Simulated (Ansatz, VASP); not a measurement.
**Mg: VASP beside Ansatz**

```xyz
2
Lattice="0.0000 3.4851 3.4851 3.4851 0.0000 3.4851 3.4851 3.4851 0.0000" Properties=species:S:1:pos:R:3 pbc="T T T"
Mg    0.8713    0.8713    0.8713
Mg    6.0990    6.0990    6.0990
```

Alike in both runs: task single point; functional RPBE; k mesh 9 × 9 × 9; occupations fermi-dirac, width 0.1 eV; no spin polarisation.

|  | VASP | Ansatz |
| --- | --- | --- |
| version | VASP 6.6.1 | Ansatz 0.2.0 |
| potentials or method | VASP PAW PBE potentials, release 64 (Mg), cutoff 520 eV | plane waves (420 eV) with PAW, scalar-relativistic |
| valence electrons in the cell | 4 | 20 |

```tsv
	VASP	Ansatz	Ansatz less VASP
pressure (GPa)	0.0	0.0	+0.04
```

VASP's potentials were made for PBE, not for RPBE. VASP's potentials hold 4 valence electrons a cell and Ansatz's 20, so a difference there can come from the potentials and not from the codes.
